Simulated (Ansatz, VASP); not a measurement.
## Cu in VASP and in Ansatz

Contents of POSCAR:

```
Cu
1.0
   -1.3706536540      1.3706536540      1.3072773775
    1.3706536540     -1.3706536540      1.3072773775
    1.3706536540      1.3706536540     -1.3072773775
Cu
1
Direct
    0.0000000000      0.0000000000      0.0000000000
```

File INCAR.step1:

```
PREC = Accurate
ENCUT = 520
ISMEAR = 0
SIGMA = 0.15
LREAL = F
LASPH = T
NELM = 80
NBANDS = 12
GGA = PE
ALGO = Normal
EDIFF = 1E-4
LWAVE = T
LCHARG = F
```

Contents of INCAR.step2:

```
PREC = Accurate
ENCUT = 520
EDIFF = 1E-7
ISMEAR = 0
SIGMA = 0.15
LREAL = F
LASPH = T
NELM = 80
ALGO = Normal
ISIF = 2
LWAVE = F
LCHARG = F
METAGGA = R2SCAN
LMIXTAU = T
NBANDS = 12
ISTART = 1
```

Contents of KPOINTS:

```
regular mesh
0
Gamma
  24 24 24
```

Input for Ansatz:

```yaml
crystal:
  lattice:
    - [-1.370653654, 1.370653654, 1.3072773775]
    - [1.370653654, -1.370653654, 1.3072773775]
    - [1.370653654, 1.370653654, -1.3072773775]
  atoms:
    - { symbol: Cu, position: [0.0, 0.0, 0.0] }
basis:
  ecutwfc: 500
kpoints:
  mp_grid: { grid: [24, 24, 24] }
hamiltonian:
  xc: r2scan
scf:
  occupations: { method: gaussian, width: 0.15 }
output:
  forces: true
  stress: true
  eigenvalues: true
```

Change from the starting cell: strain -0.050 along x and y, -0.050 along z, atoms carried along.

Alike in both runs: task single point; functional r2SCAN; k mesh 24 × 24 × 24; occupations gaussian, width 0.15 eV; no spin polarisation.

```csv
,VASP,Ansatz
version,VASP 6.6.1,Ansatz 0.2.0
potentials or method,"VASP PAW PBE potentials, release 64 (Cu), cutoff 520 eV","scalar-relativistic, plane waves, PAW"
valence electrons in the cell,11,19
```

Ansatz gave:

- gap on the k mesh at the Fermi level (eV): none
- pressure (GPa): 37.1
- traceless stress, the component that is largest in VASP (GPa): 0.55

**Question.** What did VASP give for the same quantities?

**Answer.** gap on the k mesh at the Fermi level (eV): none; pressure (GPa): 38.0; traceless stress, the component that is largest in VASP (GPa): 0.62.

VASP's potentials were made for PBE, not for r2SCAN. A gap of «none» marks a metal or a gap that the smearing closes. Both programs put the cell under a high pressure, so it lies far from rest at this level. VASP's potentials hold 11 valence electrons a cell and Ansatz's 19, so a difference there can come from the potentials and not from the codes.
